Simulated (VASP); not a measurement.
# MgO (Fm-3m) in VASP: settings compared

MgO is run at these levels: LDA, PBE; tasks: single point.

Program: VASP 6.6.1. These are calculated values, not measurements. Logs are shortened: lines on timing, memory, paths and dates and some standing lists are left out, and cuts for length are marked.

## (1) The cell of the first run

It takes space group Fm-3m (No. 225, cubic). The conventional cell has a = 4.249 Å, b = 4.249 Å, c = 4.249 Å, α = 90.00°, β = 90.00°, γ = 90.00°. Within 2.8 Å of Mg (site symmetry m-3m) lie 6 O at 2.12 Å. O (site symmetry m-3m) has 6 Mg at 2.12 Å within 2.8 Å.

## (2) Single point, LDA

File INCAR:

```
PREC = Accurate
ENCUT = 520
EDIFF = 1E-6
ISMEAR = -5
SIGMA = 0.05
LREAL = False
LASPH = True
NELM = 100
ALGO = Normal
ISIF = 2
LWAVE = False
LCHARG = False
GGA = CA
NBANDS = 11
```

File KPOINTS:

```
regular mesh
0
Gamma
  11 11 11
```

File POSCAR:

```
MgO
1.0
    0.0000000000      2.1245966808      2.1245966808
    2.1245966808      0.0000000000      2.1245966808
    2.1245966808      2.1245966808      0.0000000000
Mg O
1 1
Direct
    0.0000000000      0.0000000000      0.0000000000
    0.5000000000      0.5000000000      0.5000000000
```

Potentials or basis: VASP PAW LDA potentials, release 64 (Mg, O).

On the command line:

```sh
$ cat potpaw_LDA.64/Mg/POTCAR potpaw_LDA.64/O/POTCAR > POTCAR
$ mpirun -np 1 vasp_std > vasp.out
```

OUTCAR:

```text
PREC = Accurate
   ENCUT = 520
   EDIFF = 1E-6
   ISMEAR = -5
   LREAL = False
   LASPH = True
   NELM = 100
   ISIF = 2
   GGA = CA

 ion  position               nearest neighbor table
   1  0.000  0.000  0.000-   2 2.12   2 2.12   2 2.12   2 2.12   2 2.12   2 2.12
   2  0.500  0.500  0.500-   1 2.12   1 2.12   1 2.12   1 2.12   1 2.12   1 2.12

  LATTYP: Found a face centered cubic cell.
 ALAT       =     4.2491933616

  Lattice vectors:

 A1 = (   0.0000000000,   2.1245966808,   2.1245966808)
 A2 = (   2.1245966808,   0.0000000000,   2.1245966808)
 A3 = (   2.1245966808,   2.1245966808,   0.0000000000)

Analysis of symmetry for initial positions (statically):
=====================================================================
 Subroutine PRICEL returns:
 Original cell was already a primitive cell.

 Routine SETGRP: Setting up the symmetry group for a
 face centered cubic supercell.

 Subroutine GETGRP returns: Found 48 space group operations
 (whereof 48 operations were pure point group operations)
 out of a pool of 48 trial point group operations.

The static configuration has the point symmetry O_h .

Analysis of symmetry for dynamics (positions and initial velocities):
=====================================================================
 Subroutine PRICEL returns:
 Original cell was already a primitive cell.

 Routine SETGRP: Setting up the symmetry group for a
 face centered cubic supercell.

 Subroutine GETGRP returns: Found 48 space group operations
 (whereof 48 operations were pure point group operations)
 out of a pool of 48 trial point group operations.

The dynamic configuration has the point symmetry O_h .

 Subroutine INISYM returns: Found 48 space group operations
 (whereof 48 operations are pure point group operations),
 and found     1 'primitive' translations

----------------------------------------------------------------------------------------

                                     Primitive cell

  volume of cell :      19.1805

  direct lattice vectors                    reciprocal lattice vectors
     0.000000000  2.124596681  2.124596681    -0.235338784  0.235338784  0.235338784
     2.124596681  0.000000000  2.124596681     0.235338784 -0.235338784  0.235338784
     2.124596681  2.124596681  0.000000000     0.235338784  0.235338784 -0.235338784

  length of vectors
     3.004633441  3.004633441  3.004633441     0.407618731  0.407618731  0.407618731

[... 88 lines left out ...]
   ISIF   =      2    stress and relaxation
   ISYM   =      2    0-nonsym 1-usesym 2-fastsym
   POTIM  = 0.5000    time-step for ionic-motion
   TEBEG  =    0.0;   TEEND  =   0.0 temperature during run
   PSTRESS=    0.0 pullay stress
   NELECT =       8.0000    total number of electrons
   NUPDOWN=      -1.0000    fix difference up-down
   EMIN   =  10.00;   EMAX   =-10.00  energy-range for DOS
   EFERMI =   0.00;   METHOD = LEGACY
   ISMEAR =    -5;   SIGMA  =   0.05  broadening in eV -4-tet -1-fermi 0-gaus
   EFERMI_NEDOS =   21; number of points for ismear=-14 and -15
   IALGO  =     38    algorithm
   IMIX   =      4    mixing-type and parameters
     AMIX     =   0.40;   BMIX     =  1.00
     AMIX_MAG =   1.60;   BMIX_MAG =  1.00
  volume/ion in A,a.u.               =       9.59        64.72
  Fermi-wavevector in a.u.,A,eV,Ry     =   1.223165  2.311446 20.356115  1.496132
  Thomas-Fermi vector in A             =   2.358286
   LORBIT       =      0    0 simple, 1 ext, 2 COOP (PROOUT), +10 PAW based schemes
   GGA     = CA    functional components
   LHFCALC =     F    Hartree Fock is set to
   AEXX    =    0.0000 exact exchange contribution
   IVDW    =     0    specifies the selected vdW correction
   LEPSILON=     F    determine dielectric tensor
   LRPA    =     F    only Hartree local field effects (RPA)
 non-spin polarized calculation
 Fermi weights with tetrahedron method with Bloechl corrections
  energy-cutoff  :      520.00
  volume of cell :       19.18
 maximum number of plane-waves:       532
   NGX = 11   NGY = 11   NGZ = 11

 number of electron       8.0000004 magnetization

 Free energy of the ion-electron system (eV)
  ---------------------------------------------------
  ext. energy  EPLUGINS =         0.00000000
  ---------------------------------------------------
  free energy    TOTEN  =       -13.39560322 eV

  energy without entropy =      -13.39560322  energy(sigma->0) =      -13.39560322

 E-fermi :   2.7202     XC(G=0): -11.4654

 val. band max:        2.6835306768   @ k =   0.0000   0.0000   0.0000
 cond. band min:       7.0877903225   @ k =   0.0000   0.0000   0.0000
 fundamental gap:      4.4042596457
 Fermi energy:         2.7201947934

 k-point     1 :       0.0000    0.0000    0.0000
  band No.  band energies     occupation
      1     -14.1829      2.00000
      2       2.6835      2.00000
      3       2.6835      2.00000
      4       2.6835      2.00000
      5       7.0878      0.00000
      6      18.0656      0.00000
      7      18.0656      0.00000
      8      18.0656      0.00000
      9      22.0219      0.00000
     10      23.6328      0.00000
     11      23.6328      0.00000
[... 309 lines left out ...]
 k-point    24 :      -0.1818    0.1818    0.0000
  band No.  band energies     occupation
      1     -13.4012      2.00000
      2      -0.1578      2.00000
      3       1.5816      2.00000
      4       2.3231      2.00000
      5      10.3505      0.00000
      6      14.3796      0.00000
      7      17.5732      0.00000
      8      20.0151      0.00000
      9      20.2376      0.00000
     10      23.3306      0.00000
     11      26.3851      0.00000

 [... further k-points ...]

------------------------ aborting loop because EDIFF is reached ----------------------------------------

  FORCE on cell =-STRESS in cart. coord.  units (eV):
  Direction    XX          YY          ZZ          XY          YZ          ZX
  --------------------------------------------------------------------------------------
  -------------------------------------------------------------------------------------
  Total       -1.3605823     -1.3605823     -1.3605823      0.0000000      0.0000000      0.0000000
  in kB     -113.6516953   -113.6516953   -113.6516953      0.0000000      0.0000000      0.0000000
  external PRESSURE =    -113.6516953 kB  Pullay stress =       0.0000000 kB

 VOLUME and BASIS-vectors are now :
 -----------------------------------------------------------------------------
  energy-cutoff  :      520.00
  volume of cell :       19.18
      direct lattice vectors                 reciprocal lattice vectors
     0.000000000  2.124596681  2.124596681    -0.235338784  0.235338784  0.235338784
     2.124596681  0.000000000  2.124596681     0.235338784 -0.235338784  0.235338784
     2.124596681  2.124596681  0.000000000     0.235338784  0.235338784 -0.235338784

 POSITION                                       TOTAL-FORCE (eV/Angst)
 -----------------------------------------------------------------------------------
      0.00000      0.00000      0.00000        -0.000000      0.000000      0.000000
      2.12460      2.12460      2.12460         0.000000     -0.000000      0.000000
 -----------------------------------------------------------------------------------
    total drift:                               -0.000000     -0.000000      0.000000

  FREE ENERGIE OF THE ION-ELECTRON SYSTEM (eV)
  ---------------------------------------------------
  free  energy   TOTEN  =       -13.3956032161 eV

  energy  without entropy=      -13.3956032161  energy(sigma->0) =      -13.39560322
```

It took 7.9 s on 1 thread of Intel Xeon Platinum 8488C (Sapphire Rapids), shared host; peak memory 0.13 GiB.

Results:

```
Free energy            : -13.3956 eV
Pressure               : -11.4 GPa
Band gap on the k mesh : 4.40 eV, direct
```

Levels at points of the mesh, in eV from the valence-band top:
| k point | band 1 | band 2 | band 3 | band 4 | band 5 | band 6 | band 7 | band 8 | band 9 |
| --- | --- | --- | --- | --- | --- | --- | --- | --- | --- |
| (0.00, 0.00, 0.00) | -16.87 | 0.00 | 0.00 | 0.00 | 4.40 | 15.38 | 15.38 | 15.38 | 19.34 |

## (3) Single point, LDA

This run uses another cell than the first one, of 9.77 Å³/atom, 1.019 times its volume.

File INCAR:

```
SYSTEM = MgO
ALGO = Normal
EDIFF = 1E-6
ENCUT = 520
ISIF = 2
ISMEAR = -5
LASPH = .TRUE.
LCHARG = .FALSE.
LREAL = .FALSE.
LWAVE = .FALSE.
NBANDS = 11
NELM = 80
PREC = Accurate
SIGMA = 0.05
```

File KPOINTS:

```
k-points
0
G
  11 11 11
  0 0 0
```

File POSCAR:

```
MgO
1.0
    0.0000000000      2.1381295086      2.1381295086
    2.1381295086      0.0000000000      2.1381295086
    2.1381295086      2.1381295086      0.0000000000
Mg O
1 1
Direct
    0.0000000000      0.0000000000      0.0000000000
    0.5000000000      0.5000000000      0.5000000000
```

Potentials or basis: VASP PAW LDA potentials, release 64 (Mg, O).

On the command line:

```sh
$ cat potpaw_LDA.64/Mg/POTCAR potpaw_LDA.64/O/POTCAR > POTCAR
$ mpirun -np 1 vasp_std > vasp.out
```

It took 6.5 s on 1 thread of Intel Xeon Platinum 8488C (Sapphire Rapids), shared host; peak memory 0.13 GiB.

Results (log left out):

- Free energy: -13.3671 eV
- Pressure: -13.7 GPa
- Band gap on the k mesh: 4.23 eV, direct

Levels at points of the mesh, in eV from the valence-band top:
```tsv
k point	band 2	band 3	band 4	band 5	band 6	band 7
(0.00, 0.00, 0.00)	0.00	0.00	0.00	4.23	15.28	15.28
```

## (4) Single point, PBE

This run uses another cell than the first one, of 9.22 Å³/atom, 0.962 times its volume.

File INCAR:

```
ALGO     = Normal         # electronic algorithm
EDIFF    = 1E-7           # SCF threshold, eV
ENCUT    = 520            # plane-wave cutoff, eV
GGA      = PE             # functional
ISIF     = 2              # what is computed and relaxed
ISMEAR   = -1             # smearing method
LASPH    = True           # aspherical terms in the spheres
LCHARG   = False          # write CHGCAR
LREAL    = False          # projectors in reciprocal space
LWAVE    = False          # write WAVECAR
NBANDS   = 11             # bands
NELM     = 100            # most SCF steps
PREC     = Accurate       # precision mode
SIGMA    = 0.06           # smearing width, eV
```

File KPOINTS:

```
k-points
0
Gamma
  7 7 7
```

File POSCAR:

```
MgO
1.0
    0.0000000000      2.0970013927      2.0970013927
    2.0970013927      0.0000000000      2.0970013927
    2.0970013927      2.0970013927      0.0000000000
Mg O
1 1
Direct
    0.0000000000      0.0000000000      0.0000000000
    0.5000000000      0.5000000000      0.5000000000
```

Potentials or basis: VASP PAW PBE potentials, release 64 (Mg, O).

On the command line:

```sh
$ cat potpaw_PBE.64/Mg/POTCAR potpaw_PBE.64/O/POTCAR > POTCAR
$ mpirun -np 1 vasp_std > vasp.out
```

OUTCAR:

```text
EDIFF = 1E-7
   ENCUT = 520
   GGA = PE
   ISIF = 2
   ISMEAR = -1
   LASPH = True
   LREAL = False
   NELM = 100
   PREC = Accurate

 ion  position               nearest neighbor table
   1  0.000  0.000  0.000-   2 2.10   2 2.10   2 2.10   2 2.10   2 2.10   2 2.10
   2  0.500  0.500  0.500-   1 2.10   1 2.10   1 2.10   1 2.10   1 2.10   1 2.10

  LATTYP: Found a face centered cubic cell.
 ALAT       =     4.1940027854

  Lattice vectors:

 A1 = (   0.0000000000,   2.0970013927,   2.0970013927)
 A2 = (   2.0970013927,   0.0000000000,   2.0970013927)
 A3 = (   2.0970013927,   2.0970013927,   0.0000000000)

Analysis of symmetry for initial positions (statically):
=====================================================================
 Subroutine PRICEL returns:
 Original cell was already a primitive cell.

 Routine SETGRP: Setting up the symmetry group for a
 face centered cubic supercell.

 Subroutine GETGRP returns: Found 48 space group operations
 (whereof 48 operations were pure point group operations)
 out of a pool of 48 trial point group operations.

The static configuration has the point symmetry O_h .

Analysis of symmetry for dynamics (positions and initial velocities):
=====================================================================
 Subroutine PRICEL returns:
 Original cell was already a primitive cell.

 Routine SETGRP: Setting up the symmetry group for a
 face centered cubic supercell.

 Subroutine GETGRP returns: Found 48 space group operations
 (whereof 48 operations were pure point group operations)
 out of a pool of 48 trial point group operations.

The dynamic configuration has the point symmetry O_h .

 Subroutine INISYM returns: Found 48 space group operations
 (whereof 48 operations are pure point group operations),
 and found     1 'primitive' translations

----------------------------------------------------------------------------------------

[... 113 lines left out ...]
   LHFCALC =     F    Hartree Fock is set to
   AEXX    =    0.0000 exact exchange contribution
   IVDW    =     0    specifies the selected vdW correction
   LEPSILON=     F    determine dielectric tensor
   LRPA    =     F    only Hartree local field effects (RPA)
 non-spin polarized calculation
  energy-cutoff  :      520.00
  volume of cell :       18.44
 maximum number of plane-waves:       531
 NGX is ok and might be reduce to    24
   NGX = 11   NGY = 11   NGZ = 11

 number of electron       8.0000004 magnetization

 Free energy of the ion-electron system (eV)
  ---------------------------------------------------
  ext. energy  EPLUGINS =         0.00000000
  ---------------------------------------------------
  free energy    TOTEN  =       -11.89760011 eV

  energy without entropy =      -11.89760011  energy(sigma->0) =      -11.89760011

 E-fermi :   4.5475     XC(G=0): -11.1398

 val. band max:        3.2844788919   @ k =   0.0000   0.0000   0.0000
 cond. band min:       8.1373828563   @ k =   0.0000   0.0000   0.0000
 fundamental gap:      4.8529039644
 Fermi energy:         4.5475359375

 k-point     1 :       0.0000    0.0000    0.0000
  band No.  band energies     occupation
      1     -14.0457      2.00000
      2       3.2845      2.00000
      3       3.2845      2.00000
      4       3.2845      2.00000
      5       8.1374      0.00000
      6      19.1572      0.00000
      7      19.1572      0.00000
      8      19.1572      0.00000
      9      23.1081      0.00000
     10      24.8974      0.00000
     11      24.8974      0.00000
[... 253 lines left out ...]
 k-point    20 :      -0.2857    0.4286    0.1429
  band No.  band energies     occupation
      1     -12.4374      2.00000
      2       0.0961      2.00000
      3       0.3064      2.00000
      4       1.8063      2.00000
      5      14.2999      0.00000
      6      15.4297      0.00000
      7      15.6447      0.00000
      8      19.6273      0.00000
      9      24.0592      0.00000
     10      26.3103      0.00000
     11      30.4178      0.00000

------------------------ aborting loop because EDIFF is reached ----------------------------------------

  FORCE on cell =-STRESS in cart. coord.  units (eV):
  Direction    XX          YY          ZZ          XY          YZ          ZX
  --------------------------------------------------------------------------------------
  -------------------------------------------------------------------------------------
  Total        0.7126470      0.7126470      0.7126470      0.0000000      0.0000000      0.0000000
  in kB       61.9097312     61.9097312     61.9097312      0.0000000      0.0000000      0.0000000
  external PRESSURE =      61.9097312 kB  Pullay stress =       0.0000000 kB

 VOLUME and BASIS-vectors are now :
 -----------------------------------------------------------------------------
  energy-cutoff  :      520.00
  volume of cell :       18.44
      direct lattice vectors                 reciprocal lattice vectors
     0.000000000  2.097001393  2.097001393    -0.238435702  0.238435702  0.238435702
     2.097001393  0.000000000  2.097001393     0.238435702 -0.238435702  0.238435702
     2.097001393  2.097001393  0.000000000     0.238435702  0.238435702 -0.238435702

 POSITION                                       TOTAL-FORCE (eV/Angst)
 -----------------------------------------------------------------------------------
      0.00000      0.00000      0.00000         0.000000      0.000000      0.000000
      2.09700      2.09700      2.09700        -0.000000     -0.000000      0.000000
 -----------------------------------------------------------------------------------
    total drift:                               -0.000000     -0.000000      0.000000

  FREE ENERGIE OF THE ION-ELECTRON SYSTEM (eV)
  ---------------------------------------------------
  free  energy   TOTEN  =       -11.8976001096 eV

  energy  without entropy=      -11.8976001096  energy(sigma->0) =      -11.89760011
```

OSZICAR:

```text
N       E                     dE             d eps       ncg     rms          rms(c)
DAV:   1     0.133601752755E+02    0.13360E+02   -0.46993E+03   512   0.647E+02
DAV:   2    -0.129779042039E+02   -0.26338E+02   -0.26054E+02   514   0.135E+02
DAV:   3    -0.134594997492E+02   -0.48160E+00   -0.48139E+00   527   0.159E+01
DAV:   4    -0.134606724500E+02   -0.11727E-02   -0.11727E-02   476   0.885E-01
DAV:   5    -0.134606765485E+02   -0.40985E-05   -0.40985E-05   518   0.508E-02    0.723E+00
DAV:   6    -0.119141205752E+02    0.15466E+01   -0.86963E+00   458   0.163E+01    0.220E+00
DAV:   7    -0.119029880961E+02    0.11132E-01   -0.51190E-02   464   0.206E+00    0.134E+00
DAV:   8    -0.118979311753E+02    0.50569E-02   -0.26453E-02   452   0.183E+00    0.227E-01
DAV:   9    -0.118975960558E+02    0.33512E-03   -0.51904E-04   500   0.159E-01    0.128E-01
DAV:  10    -0.118975984602E+02   -0.24044E-05   -0.45591E-04   476   0.158E-01    0.863E-03
DAV:  11    -0.118976002584E+02   -0.17982E-05   -0.23516E-06   518   0.130E-02    0.526E-03
DAV:  12    -0.118976001011E+02    0.15732E-06   -0.57534E-07   488   0.574E-03    0.436E-04
DAV:  13    -0.118976001096E+02   -0.85737E-08   -0.42844E-08   256   0.113E-03
   1 F= -.11897600E+02 E0= -.11897600E+02  d E =-.290873E-10
```

stdout:

```text
POSCAR found type information on POSCAR MgO
 POSCAR found :  2 types and       2 ions
 scaLAPACK will be used
 LDA part: xc-table for (Slater+PW92), standard interpolation
 POSCAR, INCAR and KPOINTS ok, starting setup
 FFT: planning ... GRIDC
 FFT: planning ... GRID_SOFT
 FFT: planning ... GRID
 WAVECAR not read
 entering main loop
```

Run time: 7.7 s. Hardware: 1 thread of Intel Xeon 8259CL, shared host; peak memory 0.14 GiB.

What came out:

* Free energy: -11.8976 eV
* Pressure: 6.2 GPa
* Band gap on the k mesh: 4.85 eV, direct

## (5) Overview

| level | potentials or basis | cell | k mesh | smearing | gap on the mesh (eV) | pressure (GPa) |
| --- | --- | --- | --- | --- | --- | --- |
| LDA | VASP PAW LDA potentials, release 64 (Mg, O) | a = 3.005 Å, angles 60.0°, 2 atoms | 11 × 11 × 11 | tetrahedron | 4.40 | -11.4 |
| LDA | VASP PAW LDA potentials, release 64 (Mg, O) | a = 3.024 Å, angles 60.0°, 2 atoms | 11 × 11 × 11 | tetrahedron | 4.23 | -13.7 |
| PBE | VASP PAW PBE potentials, release 64 (Mg, O) | a = 2.966 Å, angles 60.0°, 2 atoms | 7 × 7 × 7 | fermi-dirac 0.06 eV | 4.85 | 6.2 |

Alike in all rows: task single point; no spin polarisation; cutoff (eV) 520.

Total energies depend on the potentials used, so only differences within one code and one set of settings carry meaning.
